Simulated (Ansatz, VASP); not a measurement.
One calculation of Cs, two programs

File INCAR:

```
SYSTEM = Cs
PREC = Accurate ; ENCUT = 520
EDIFF = 1E-6 ; ISMEAR = -1
SIGMA = 0.08 ; LREAL = .False.
LASPH = .True. ; NELM = 80
ALGO = Normal ; ISIF = 2
LWAVE = .False. ; LCHARG = .True.
GGA = PS ; LELF = .True.
LVHAR = .True. ; NBANDS = 10
```

The input KPOINTS:

```
regular mesh
0
Gamma
  8 8 8
  0 0 0
```

POSCAR

```
Cs
1.0
    3.6269970383      0.0000000000      0.0000000000
    0.0000000000      3.6269970383      0.0000000000
    0.0000000000      0.0000000000      3.6269970383
Cs
1
Direct
    0.0000000000      0.0000000000      0.0000000000
```

Input for Ansatz:

```yaml
crystal:
  lattice:
    - [3.6269970383, 0.0, 0.0]
    - [0.0, 3.6269970383, 0.0]
    - [0.0, 0.0, 3.6269970383]
  atoms:
    - { symbol: Cs, position: [0.0, 0.0, 0.0] }
kpoints:
  mp_grid: { grid: [8, 8, 8] }
  band_path:
    path:
      - [0.0, 0.0, 0.0]
      - [0.0, 0.5, 0.0]
      - [0.5, 0.5, 0.0]
      - [0.0, 0.0, 0.0]
      - [0.5, 0.5, 0.5]
      - [0.0, 0.5, 0.0]
      - [0.5, 0.5, 0.5]
      - [0.5, 0.5, 0.0]
    npoints: 8
scf:
  occupations: { method: fermi_dirac, width: 0.08 }
hamiltonian:
  xc: pbesol
  pseudopotentials: { kind: paw }
output:
  forces: true
  stress: true
  eigenvalues: true
  populations: true
  dos: { projected: true, de: 0.2, e_range: [-14, 8] }
```

Change from the starting cell: volume scaled by 0.4, PAW files.

Alike in both runs: task single point; functional PBEsol; k mesh 8 × 8 × 8; occupations fermi-dirac, width 0.08 eV; no spin polarisation.

|  | VASP | Ansatz |
| --- | --- | --- |
| version | VASP 6.6.1 | Ansatz 0.2.0 |
| potentials or method | VASP PAW PBE potentials, release 64 (Cs_sv) | PAW with Ansatz's default frozen-core files, scalar-relativistic |
| plane-wave cutoff (eV) | 520 | 420 |
| valence electrons in the cell | 9 | 9 |

Ansatz gave:

* pressure (GPa): 3.1

Question: Which values does VASP return?

Answer: Pressure (GPa): 3.2.

VASP's potentials were made for PBE, not for PBEsol.

Spin-orbit coupling is off throughout.
